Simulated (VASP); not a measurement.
# Ca3F (Pm-3m) in VASP: relaxation of cell and atoms with PBE

Aim: the relaxation of cell and atoms of Ca3F with PBE.

All numbers are computed with VASP 6.6.1; they aren't measurements. Logs are shortened: lines on timing, memory, paths and dates and some standing lists are left out, and cuts for length are marked.

### Step 1. The cell of the first run

Symmetry: Pm-3m, No. 221, cubic system. Conventional cell: a = 4.532 Å, b = 4.532 Å, c = 4.532 Å, α = 90.00°, β = 90.00°, γ = 90.00°. Within 4.2 Å of Ca (site symmetry 4/mmm) lie 8 Ca at 3.20 Å and 4 F at 3.20 Å. Within 4.2 Å of F (site symmetry m-3m) lie 12 Ca at 3.20 Å.

### Step 2. Relaxation of cell and atoms, PBE

Contents of INCAR:

```
SYSTEM = Ca3F
PREC     = Accurate       ! precision mode
ENCUT    = 1350           ! plane-wave cutoff, eV
EDIFF    = 1E-7           ! SCF threshold, eV
ISMEAR   = 0              ! smearing method
SIGMA    = 0.1            ! smearing width, eV
LREAL    = .False.        ! projectors in reciprocal space
LASPH    = .True.         ! aspherical terms in the spheres
NELM     = 120            ! most SCF steps
ALGO     = Normal         ! electronic algorithm
ISIF     = 3              ! what is computed and relaxed
LWAVE    = .False.        ! write WAVECAR
LCHARG   = .False.        ! write CHGCAR
GGA      = PE             ! functional
IBRION   = 2              ! ionic algorithm
NSW      = 90             ! ionic steps
EDIFFG   = -0.04          ! ionic threshold
GGA_COMPAT= .False.      
NELMIN   = 4
```

Contents of KPOINTS:

```
Automatic mesh
0
Gamma
  4 4 4
  0 0 0
```

Contents of POSCAR:

```
Ca3F
1.0
    4.5322132360      0.0000000000      0.0000000000
    0.0000000000      4.5322132360      0.0000000000
    0.0000000000      0.0000000000      4.5322132360
Ca F
3 1
Direct
    0.0000000000      0.5000000000      0.5000000000
    0.5000000000      0.0000000000      0.5000000000
    0.5000000000      0.5000000000      0.0000000000
    0.0000000000      0.0000000000      0.0000000000
```

Potentials or basis: VASP PAW PBE potentials, release 64 (Ca_sv, F_h).

Command:

```console
cat potpaw_PBE.64/Ca_sv/POTCAR potpaw_PBE.64/F_h/POTCAR > POTCAR
mpirun -np 1 vasp_std > vasp.out
```

OUTCAR:

```text
SYSTEM = Ca3F
   PREC = Accurate
   ENCUT = 1350
   EDIFF = 1E-7
   ISMEAR = 0
   LREAL = .False.
   LASPH = .True.
   NELM = 120
   ISIF = 3
   GGA = PE
   IBRION = 2
   NSW = 90
   EDIFFG = -0.04
   NELMIN = 4

 ion  position               nearest neighbor table
   1  0.000  0.500  0.500-
   2  0.500  0.000  0.500-
   3  0.500  0.500  0.000-
   4  0.000  0.000  0.000-

  LATTYP: Found a simple cubic cell.
 ALAT       =     4.5322132360

  Lattice vectors:

 A1 = (   4.5322132360,   0.0000000000,   0.0000000000)
 A2 = (   0.0000000000,   4.5322132360,   0.0000000000)
 A3 = (   0.0000000000,   0.0000000000,   4.5322132360)

Analysis of symmetry for initial positions (statically):
=====================================================================
 Subroutine PRICEL returns:
 Original cell was already a primitive cell.

 Routine SETGRP: Setting up the symmetry group for a
 simple cubic supercell.

 Subroutine GETGRP returns: Found 48 space group operations
 (whereof 48 operations were pure point group operations)
 out of a pool of 48 trial point group operations.

The static configuration has the point symmetry O_h .

Analysis of symmetry for dynamics (positions and initial velocities):
=====================================================================
 Subroutine PRICEL returns:
 Original cell was already a primitive cell.

 Routine SETGRP: Setting up the symmetry group for a
 simple cubic supercell.

 Subroutine GETGRP returns: Found 48 space group operations
 (whereof 48 operations were pure point group operations)
 out of a pool of 48 trial point group operations.

The dynamic configuration has the point symmetry O_h .

 Subroutine INISYM returns: Found 48 space group operations
 (whereof 48 operations are pure point group operations),
 and found     1 'primitive' translations

----------------------------------------------------------------------------------------

                                     Primitive cell

  volume of cell :      93.0960

  direct lattice vectors                    reciprocal lattice vectors
     4.532213236  0.000000000  0.000000000     0.220642752  0.000000000  0.000000000
     0.000000000  4.532213236  0.000000000     0.000000000  0.220642752  0.000000000
     0.000000000  0.000000000  4.532213236     0.000000000  0.000000000  0.220642752

  length of vectors
     4.532213236  4.532213236  4.532213236     0.220642752  0.220642752  0.220642752

  position of ions in fractional coordinates (direct lattice)
     0.000000000  0.500000000  0.500000000
     0.500000000  0.000000000  0.500000000
     0.500000000  0.500000000  0.000000000
     0.000000000  0.000000000  0.000000000

  ion indices of the primitive-cell ions
   primitive index   ion index
                 1           1
                 2           2
                 3           3
                 4           4

----------------------------------------------------------------------------------------

 KPOINTS: Automatic mesh

Automatic generation of k-mesh.
 Grid dimensions read from file:
 generate k-points for:    4    4    4

 Generating k-lattice:

  Cartesian coordinates                     Fractional coordinates (reciprocal lattice)
     0.055160688  0.000000000  0.000000000     0.250000000  0.000000000  0.000000000
     0.000000000  0.055160688  0.000000000     0.000000000  0.250000000  0.000000000
     0.000000000  0.000000000  0.055160688     0.000000000  0.000000000  0.250000000

  Length of vectors
     0.055160688  0.055160688  0.055160688

  Shift w.r.t. Gamma in fractional coordinates (k-lattice)
     0.000000000  0.000000000  0.000000000

 Subroutine IBZKPT returns following result:
 ===========================================

 Found     10 irreducible k-points:

 Following reciprocal coordinates:
            Coordinates               Weight
  0.000000  0.000000  0.000000      1.000000
  0.250000  0.000000  0.000000      6.000000
  0.500000  0.000000  0.000000      3.000000
  0.250000  0.250000  0.000000     12.000000
  0.500000  0.250000  0.000000     12.000000
  0.500000  0.500000  0.000000      3.000000
  0.250000  0.250000  0.250000      8.000000
  0.500000  0.250000  0.250000     12.000000
  0.500000  0.500000  0.250000      6.000000
  0.500000  0.500000  0.500000      1.000000
   k-points           NKPTS =     10   k-points in BZ     NKDIM =     10   number of bands    NBANDS=     22
   number of dos      NEDOS =    301   number of ions     NIONS =      4
   total plane-waves  NPLWV = 157464
   dimension x,y,z NGX =    54 NGY =   54 NGZ =   54
   dimension x,y,z NGXF=   108 NGYF=  108 NGZF=  108
   ions per type =               3   1
   NGX,Y,Z   is equivalent  to a cutoff of  19.81, 19.81, 19.81 a.u.
   NGXF,Y,Z  is equivalent  to a cutoff of  39.62, 39.62, 39.62 a.u.
 SYSTEM =  Ca3F
   PREC   = accura    normal or accurate (medium, high low for compatibility)
   ISTART =      0    job   : 0-new  1-cont  2-samecut
   ICHARG =      2    charge: 1-file 2-atom 10-const
   ISPIN  =      1    spin polarized calculation?
   LNONCOLLINEAR =      F non collinear calculations
   LSORBIT =      F    spin-orbit coupling
   LASPH  =      T    aspherical Exc in radial PAW
   ENCUT  = 1350.0 eV  99.22 Ry    9.96 a.u.  13.58 13.58 13.58*2*pi/ulx,y,z
   NELM   =    120;   NELMIN=  4; NELMDL= -5     # of ELM steps
   EDIFF  = 0.1E-06   stopping-criterion for ELM
   LREAL  =      F    real-space projection
   EDIFFG = -.4E-01   stopping-criterion for IOM
   NSW    =     90    number of steps for IOM
   IBRION =      2    ionic relax: 0-MD 1-quasi-New 2-CG
   NFREE  =      1    steps in history (QN), initial steepest desc. (CG)
   ISIF   =      3    stress and relaxation
   ISYM   =      2    0-nonsym 1-usesym 2-fastsym
   POTIM  = 0.5000    time-step for ionic-motion
   TEBEG  =    0.0;   TEEND  =   0.0 temperature during run
   PSTRESS=    0.0 pullay stress
   NELECT =      37.0000    total number of electrons
   NUPDOWN=      -1.0000    fix difference up-down
   EMIN   =  10.00;   EMAX   =-10.00  energy-range for DOS
   EFERMI =   0.00;   METHOD = LEGACY
   ISMEAR =     0;   SIGMA  =   0.10  broadening in eV -4-tet -1-fermi 0-gaus
   EFERMI_NEDOS =   21; number of points for ismear=-14 and -15
   IALGO  =     38    algorithm
   IMIX   =      4    mixing-type and parameters
     AMIX     =   0.40;   BMIX     =  1.00
     AMIX_MAG =   1.60;   BMIX_MAG =  1.00
  volume/ion in A,a.u.               =      23.27       157.06
  Fermi-wavevector in a.u.,A,eV,Ry     =   1.203645  2.274559 19.711593  1.448761
  Thomas-Fermi vector in A             =   2.339393
   LORBIT       =      0    0 simple, 1 ext, 2 COOP (PROOUT), +10 PAW based schemes
   GGA     = PE    functional components
   LHFCALC =     F    Hartree Fock is set to
   AEXX    =    0.0000 exact exchange contribution
   IVDW    =     0    specifies the selected vdW correction
   LEPSILON=     F    determine dielectric tensor
   LRPA    =     F    only Hartree local field effects (RPA)
 conjugate gradient relaxation of ions
 non-spin polarized calculation
 Gauss-broadening in eV      SIGMA  =   0.10
  energy-cutoff  :     1350.00
  volume of cell :       93.10
 maximum number of plane-waves:     10516
   NGX = 27   NGY = 27   NGZ = 27

--------------------------------------- Ionic step        1  -------------------------------------------

 number of electron      37.0000002 magnetization

 Free energy of the ion-electron system (eV)
  ---------------------------------------------------
  ext. energy  EPLUGINS =         0.00000000
  ---------------------------------------------------
  free energy    TOTEN  =        -8.21652489 eV

  energy without entropy =       -8.18756551  energy(sigma->0) =       -8.20204520

 E-fermi :   4.3320     XC(G=0):  -9.1541

 val. band max:        4.3173469113   @ k =   0.2500   0.2500   0.0000
 cond. band min:       4.3325948309   @ k =   0.5000   0.0000   0.0000
 fundamental gap:      0.0152479196
 Fermi energy:         4.3320399287

 k-point     1 :       0.0000    0.0000    0.0000
  band No.  band energies     occupation
      1     -37.6643      2.00000
      2     -37.4990      2.00000
      3     -37.4990      2.00000
      4     -19.3516      2.00000
      5     -18.9530      2.00000
      6     -18.9530      2.00000
[... 14 lines left out ...]
     21       4.4463      0.10614
     22       4.4463      0.10614
[... 321 lines left out ...]
 POSITION                                       TOTAL-FORCE (eV/Angst)
 -----------------------------------------------------------------------------------
      0.00000      2.54720      2.54720         0.000000      0.000000      0.000000
      2.54720     -0.00000      2.54720        -0.000000      0.000000      0.000000
      2.54720      2.54720     -0.00000        -0.000000     -0.000000      0.000000
      0.00000      0.00000      0.00000        -0.000000     -0.000000      0.000000
 -----------------------------------------------------------------------------------
    total drift:                                0.000000      0.000000      0.000000

  FREE ENERGIE OF THE ION-ELECTRON SYSTEM (eV)
  ---------------------------------------------------
  free  energy   TOTEN  =        -9.4307589834 eV

  energy  without entropy=       -9.3921878252  energy(sigma->0) =       -9.41147340

--------------------------------------- Ionic step        4  -------------------------------------------

 number of electron      36.9999999 magnetization

 Free energy of the ion-electron system (eV)
  ---------------------------------------------------
  ext. energy  EPLUGINS =         0.00000000
  ---------------------------------------------------
  free energy    TOTEN  =        -9.44766251 eV

  energy without entropy =       -9.41001884  energy(sigma->0) =       -9.42884068

 E-fermi :   2.0056     XC(G=0):  -7.7149

 val. band max:        1.9436464491   @ k =   0.2500   0.2500   0.2500
 cond. band min:       2.0072096321   @ k =   0.2500   0.2500   0.2500
 fundamental gap:      0.0635631830
 Fermi energy:         2.0056429291

 k-point     1 :       0.0000    0.0000    0.0000
  band No.  band energies     occupation
      1     -40.4679      2.00000
      2     -40.4359      2.00000
      3     -40.4359      2.00000
      4     -21.5332      2.00000
      5     -21.5332      2.00000
      6     -21.5332      2.00000
[... 14 lines left out ...]
     21       2.6059      0.00000
     22       2.6059      0.00000
[... 245 lines left out ...]
 POSITION                                       TOTAL-FORCE (eV/Angst)
 -----------------------------------------------------------------------------------
      0.00000      2.58696      2.58696         0.000000      0.000000      0.000000
      2.58696     -0.00000      2.58696        -0.000000      0.000000      0.000000
      2.58696      2.58696     -0.00000        -0.000000     -0.000000      0.000000
      0.00000      0.00000      0.00000        -0.000000     -0.000000      0.000000
 -----------------------------------------------------------------------------------
    total drift:                                0.000000      0.000000      0.000000

  FREE ENERGIE OF THE ION-ELECTRON SYSTEM (eV)
  ---------------------------------------------------
  free  energy   TOTEN  =        -9.4476625119 eV

  energy  without entropy=       -9.4100188408  energy(sigma->0) =       -9.42884068

 reached required accuracy - stopping structural energy minimisation
```

Run time: 5.9 min. Hardware: 1 thread of Intel Xeon Platinum 8124M at 3.00GHz (Skylake/Cascade Lake), shared host; peak memory 0.47 GiB.

Results:

```
Free energy                           : -9.4477 eV
Relaxed volume                        : 34.63 Å³/atom
Relaxed cell                          : a = 5.174 Å, b = 5.174 Å, c = 5.174 Å, α = 90.00°, β = 90.00°, γ = 90.00°
Space group after relaxing (to 0.1 Å) : Pm-3m (No. 221)
Energy gained by relaxing             : 307.8 meV/atom
Ionic steps                           : 4
Pressure after relaxing               : 0.1 GPa
Band gap on the k mesh                : zero (an odd number of electrons rules out a gap without spin polarisation)
```

The path:
```csv
step,energy change (eV),largest force (eV/Å),pressure (GPa),volume (Å³)
1,0.0000,0.0000,11.64,93.10
2,-1.0430,0.0000,3.15,117.78
3,-1.2142,0.0000,0.82,132.21
4,-1.2311,0.0000,0.06,138.50
```

Final structure:
```yaml
crystal:
  lattice:
    - [5.17392, 0.00000, 0.00000]
    - [0.00000, 5.17392, 0.00000]
    - [0.00000, 0.00000, 5.17392]
  atoms:
    - { symbol: Ca, position: [0.00000, 0.50000, 0.50000] }
    - { symbol: Ca, position: [0.50000, 0.00000, 0.50000] }
    - { symbol: Ca, position: [0.50000, 0.50000, 0.00000] }
    - { symbol: F, position: [0.00000, 0.00000, 0.00000] }
```

Caveat: the volume moved by over 15 % at a fixed basis, so the end points are rough.

The gap in the log of VASP goes by the Fermi energy; the results here count the filled bands.